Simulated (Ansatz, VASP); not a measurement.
**Two plane-wave programs on TePb**

Contents of POSCAR:

```
TePb
1.0
    0.0000000000      3.6414940629      3.6414940629
    3.6414940629      0.0000000000      3.6414940629
    3.6414940629      3.6414940629      0.0000000000
Pb Te
1 1
Direct
    0.0000000000      0.0000000000      0.0000000000
    0.2500000000      0.2500000000      0.2500000000
```

The input INCAR.step1:

```
PREC     = Accurate       # precision mode
ENCUT    = 520            # plane-wave cutoff, eV
EDIFF    = 1E-5           # SCF threshold, eV
ISMEAR   = 0              # smearing method
SIGMA    = 0.01           # smearing width, eV
LREAL    = F              # projectors in reciprocal space
LASPH    = T              # aspherical terms in the spheres
NELM     = 80             # most SCF steps
ALGO     = Normal         # electronic algorithm
ISIF     = 2              # what is computed and relaxed
LWAVE    = T              # write WAVECAR
LCHARG   = F              # write CHGCAR
GGA      = PE             # functional
NBANDS   = 17             # bands
```

File INCAR.step2:

```
PREC     = Accurate       # precision mode
ENCUT    = 520            # plane-wave cutoff, eV
EDIFF    = 1E-6           # SCF threshold, eV
ISMEAR   = 0              # smearing method
SIGMA    = 0.01           # smearing width, eV
LREAL    = F              # projectors in reciprocal space
LASPH    = T              # aspherical terms in the spheres
NELM     = 80             # most SCF steps
ALGO     = Normal         # electronic algorithm
ISIF     = 2              # what is computed and relaxed
LWAVE    = F              # write WAVECAR
LCHARG   = F              # write CHGCAR
GGA      = PE             # functional
LHFCALC  = T              # exact exchange
HFSCREEN = 0.2079         # screening, 1/A
PRECFOCK = Normal       
ISTART   = 1            
NBANDS   = 17             # bands
```

KPOINTS

```
regular mesh
0
Gamma
  4 4 4
```

Input for Ansatz:

```yaml
crystal:
  lattice:
    - [0.0, 3.6414940629, 3.6414940629]
    - [3.6414940629, 0.0, 3.6414940629]
    - [3.6414940629, 3.6414940629, 0.0]
  atoms:
    - { symbol: Pb, position: [0.0, 0.0, 0.0] }
    - { symbol: Te, position: [0.25, 0.25, 0.25] }
kpoints:
  mp_grid: { grid: [4, 4, 4] }
hamiltonian:
  xc: hse06
scf:
  occupations: { method: fixed }
  n_extra_bands: 4
output:
  forces: true
  stress: true
  eigenvalues: true
```

Alike in both runs: task single point; functional HSE06; k mesh 4 × 4 × 4; no spin polarisation.

|  | VASP | Ansatz |
| --- | --- | --- |
| version | VASP 6.6.1 | Ansatz 0.2.0 |
| potentials or method | VASP PAW PBE potentials, release 64 (Pb_d, Te) | plane waves, PAW |
| plane-wave cutoff (eV) | 520 | 420 |
| occupations | gaussian, width 0.01 eV | fixed |
| valence electrons in the cell | 20 | 30 |

Ansatz gave:

| Item | Value |
| --- | --- |
| gap on the k mesh at the Fermi level (eV) | 0.97 |
| pressure (GPa) | 0.0 |

Q: Which values does VASP return?

A: gap on the k mesh at the Fermi level (eV): 0.96; pressure (GPa): -0.1.

VASP's potentials hold 20 valence electrons a cell and Ansatz's 30, so a difference there can come from the potentials and not from the codes. Ansatz's warnings: stress exchange threshold loose, stress scf threshold loose.

Neither program's run includes spin-orbit coupling.
